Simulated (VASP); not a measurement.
C (a cell with a defect), 15 atoms in the cell. The cell holds a defect, 15 atoms: a = 5.051 Å, b = 5.051 Å, c = 5.051 Å, α = 60.00°, β = 60.00°, γ = 60.00°.  This cell differs from its parent crystal: atoms taken out, atom 11 moved 0.125 of the way to it and -0.175 Å across, host rigid.

* Program: VASP 6.6.1
* Task: single point
* Functional: PBE
* Potentials or basis: VASP PAW PBE potentials, release 64 (C)
* Cutoff: 520 eV
* k mesh: 6 × 6 × 6
* Occupations: gaussian, width 0.05 eV
* Spin: no spin polarisation
* Dipole correction: no
* Further INCAR settings: LREAL = Auto; ALGO = Normal; EDIFF = 1e-06; NBANDS = 43

Potentials or basis: VASP PAW PBE potentials, release 64 (C).

Launch:

```sh
$ cat potpaw_PBE.64/C/POTCAR > POTCAR
$ mpirun -np 1 vasp_std > vasp.out
```

Hardware: 1 thread of Intel Xeon 8259CL, on a shared host.

Task: How long does it take, and how much memory?

Result: Wall time 17 min on 1 thread of Intel Xeon 8259CL, with other jobs on the host, peak memory 0.33 GiB. Counts: scf iterations 15, k points 68.
